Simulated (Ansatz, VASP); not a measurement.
# Two plane-wave programs on Na2H3

File INCAR:

```
ALGO     = Normal         # electronic algorithm
EDIFF    = 1E-7           # SCF threshold, eV
EDIFFG   = -0.01          # ionic threshold
ENCUT    = 600            # plane-wave cutoff, eV
GGA      = PE             # functional
IBRION   = 2              # ionic algorithm
ISIF     = 3              # what is computed and relaxed
ISMEAR   = 0              # smearing method
LASPH    = T              # aspherical terms in the spheres
LCHARG   = F              # write CHGCAR
LREAL    = F              # projectors in reciprocal space
LWAVE    = F              # write WAVECAR
NELM     = 100            # most SCF steps
NSW      = 100            # ionic steps
PREC     = Accurate       # precision mode
SIGMA    = 0.1            # smearing width, eV
```

Contents of KPOINTS:

```
k-points
0
Gamma
  10 10 6
```

File POSCAR:

```
Na2H3
1.0
    4.2325263200      0.0000000000      0.0000000000
    0.0000000000      4.2325263200      0.0000000000
    0.0000000000      0.0000000000      8.4650526500
Na H
2 3
Direct
    0.0000000000      0.0000000000      0.7500000000
    0.0000000000      0.0000000000      0.2500000000
    0.5000000000      0.0000000000      0.7500000000
    0.0000000000      0.5000000000      0.2500000000
    0.0000000000      0.0000000000      0.0000000000
```

Input for Ansatz:

```yaml
crystal:
  lattice:
    - [4.23252632, 0.0, 0.0]
    - [0.0, 4.23252632, 0.0]
    - [0.0, 0.0, 8.46505265]
  atoms:
    - { symbol: Na, position: [0.0, 0.0, 0.75] }
    - { symbol: Na, position: [0.0, 0.0, 0.25] }
    - { symbol: H, position: [0.5, 0.0, 0.75] }
    - { symbol: H, position: [0.0, 0.5, 0.25] }
    - { symbol: H, position: [0.0, 0.0, 0.0] }
basis:
  ecutwfc: 420
kpoints:
  mp_grid: { grid: [10, 10, 6] }
hamiltonian:
  xc: pbe
scf:
  occupations: { method: gaussian, width: 0.1 }
output:
  forces: true
  stress: true
  eigenvalues: true
  write_density: true
  write_potential: true
  elf: true
  volumetric_format: npy
relax:
  adjacent_minimum: "off"
  f_tol: 0.01
  max_steps: 80
  cell: { stress_tol: 0.05 }
```

Change from the starting cell: ordered vacancies on the anion sites of rhenium trioxide (P-4m2, No. 115).

Alike in both runs: task relaxation of cell and atoms; functional PBE; k mesh 10 × 10 × 6; occupations gaussian, width 0.1 eV; no spin polarisation.

```csv
,VASP,Ansatz
version,VASP 6.6.1,Ansatz 0.2.0
potentials or method,"VASP PAW PBE potentials, release 64 (Na_pv, H), cutoff 600 eV","scalar-relativistic, plane waves, PAW"
valence electrons in the cell,17,21
```

```csv
,VASP,Ansatz,Ansatz less VASP
"gap on the k mesh at the Fermi level, each at its own relaxed structure (eV)",none,none,-
relaxed volume (Å³/atom),17.74,17.79,+0.054
relaxed cell length with the largest relative difference (Å),3.537,3.543,+0.0067
```

A gap of «none» marks a metal or a gap that the smearing closes. VASP's potentials hold 17 valence electrons a cell and Ansatz's 21, so a difference there can come from the potentials and not from the codes.

Noted on VASP's run: the volume moved by over 15 % at a fixed basis, so the end points are rough.
